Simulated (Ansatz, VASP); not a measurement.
One calculation of Te, two programs

```
CELL_PARAMETERS angstrom
4.61906 0.00000 0.00000
-2.30953 4.00023 0.00000
0.00000 0.00000 5.90983
ATOMIC_POSITIONS crystal
Te 0.25355 0.00000 0.33333
Te 0.00000 0.25355 0.66667
Te 0.74645 0.74645 0.00000
```

Alike in both runs: functional r2SCAN; k mesh 9 × 9 × 6; occupations gaussian, width 0.02 eV; no spin polarisation.

Ansatz relaxed the structure, and its values are those at the end. VASP's run is a single point on that final structure, the one shown.

```csv
,VASP,Ansatz
version,VASP 6.6.1,Ansatz 0.2.0
potentials or method,"VASP PAW PBE potentials, release 64 (Te), cutoff 520 eV","scalar-relativistic, plane waves, PAW"
valence electrons in the cell,18,48
```

```csv
,VASP,Ansatz,Ansatz less VASP
gap on the k mesh at the Fermi level (eV),0.55,0.59,+0.034
least direct gap on the mesh (eV),0.55,0.59,+0.034
pressure (GPa),0.0,0.0,-0.04
rms of the force components (eV/Å),0.016,0.002,-0.0140
```

VASP's potentials were made for PBE, not for r2SCAN. VASP's potentials hold 18 valence electrons a cell and Ansatz's 48, so a difference there can come from the potentials and not from the codes.

Neither program's run includes spin-orbit coupling.
